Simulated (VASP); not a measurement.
# CdTe: single point with r2SCAN

The system is CdTe.

```
Cd Te
1.0
     0.00000    3.20500    3.20500
     3.20500    0.00000    3.20500
     3.20500    3.20500    0.00000
Cd Te
1 1
Direct
  0.00000 0.00000 0.00000
  0.25000 0.25000 0.25000
```

```yaml
Program: VASP 6.6.1
Task: single point
Functional: r2SCAN
Potentials_or_basis: VASP PAW PBE potentials, release 64 (Cd, Te)
Cutoff: 520 eV
k_mesh: 8 × 8 × 8
Occupations: gaussian, width 0.02 eV
Spin: no spin polarisation
Dipole_correction: no
Further_INCAR_settings: ALGO = Normal; EDIFF = 1e-06; NBANDS = 16
```

| Property | Result |
| --- | --- |
| Pressure | 3.4 GPa |
| Band gap on the k mesh | 1.38 eV |

Levels at points of the mesh, in eV from the valence-band top:
```csv
k point,band 7,band 8,band 9,band 10,band 11,band 12
"(0.00, 0.00, 0.00)",0.00,0.00,0.00,1.38,5.00,5.00
"(0.50, 0.00, 0.00)",-4.70,-0.84,-0.84,2.27,5.57,5.57
"(0.50, 0.50, 0.00)",-4.53,-2.03,-2.03,2.80,2.97,9.67
```

Wall time 89 s on 1 thread of Intel Xeon 6975P-C (shared host), peak memory 0.23 GiB.

Caveat: the cell stands under pressure; the PAW data sets were made with another functional, which shifts forces and pressure a little; spin-orbit coupling is left out, which moves the levels of the heavy elements. r2SCAN opens gaps a little over a GGA but as a rule still falls short of measured ones.
